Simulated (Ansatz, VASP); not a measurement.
One calculation of KTaO3, two programs

File INCAR:

```
SYSTEM = KTaO3
PREC = Accurate
ENCUT = 700
EDIFF = 1E-6
ISMEAR = 0
SIGMA = 0.02
LREAL = .False.
LASPH = .True.
NELM = 120
ALGO = Normal
ISIF = 2
LWAVE = .False.
LCHARG = .False.
GGA = PS
NBANDS = 28
GGA_COMPAT = .False.
```

KPOINTS

```
Automatic mesh
0
Gamma
  8 8 8
  0 0 0
```

POSCAR

```
KTaO3
1.0
    3.9258277923      0.0000000000      0.0000000000
    0.0000000000      3.9258277923      0.0000000000
    0.0000000000      0.0000000000      3.9258277923
K Ta O
1 1 3
Direct
    0.5000000000      0.5000000000      0.5000000000
    0.0000000000      0.0000000000      0.0000000000
    0.0000000000      0.5000000000      0.0000000000
    0.0000000000      0.0000000000      0.5000000000
    0.5000000000      0.0000000000      0.0000000000
```

Input for Ansatz:

```yaml
crystal:
  lattice:
    - [3.9258277923, 0.0, 0.0]
    - [0.0, 3.9258277923, 0.0]
    - [0.0, 0.0, 3.9258277923]
  atoms:
    - { symbol: K, position: [0.5, 0.5, 0.5] }
    - { symbol: Ta, position: [0.0, 0.0, 0.0] }
    - { symbol: O, position: [0.0, 0.5, 0.0] }
    - { symbol: O, position: [0.0, 0.0, 0.5] }
    - { symbol: O, position: [0.5, 0.0, 0.0] }
basis:
  ecutwfc: 420
kpoints:
  mp_grid: { grid: [8, 8, 8] }
hamiltonian:
  xc: pbesol
scf:
  occupations: { method: gaussian, width: 0.02 }
output:
  forces: true
  stress: true
  eigenvalues: true
```

Change from the starting cell: equal strain along all axes, cell held, atoms relaxed: -1.5 %.

Alike in both runs: task single point; functional PBEsol; k mesh 8 × 8 × 8; occupations gaussian, width 0.02 eV; no spin polarisation.

|  | VASP | Ansatz |
| --- | --- | --- |
| version | VASP 6.6.1 | Ansatz 0.2.0 |
| potentials or method | VASP PAW PBE potentials, release 64 (K_sv, Ta_sv_GW, O), cutoff 700 eV | scalar-relativistic, plane waves, PAW |
| valence electrons in the cell | 40 | 40 |

VASP gave:

```
gap on the k mesh at the Fermi level (eV) : 2.22
least direct gap on the mesh (eV)         : 2.81
pressure (GPa)                            : 10.4
```

Estimate Ansatz's values.

gap on the k mesh at the Fermi level (eV): 2.23; least direct gap on the mesh (eV): 2.81; pressure (GPa): 10.1.

VASP's potentials were made for PBE, not for PBEsol.

Spin-orbit coupling is off throughout.
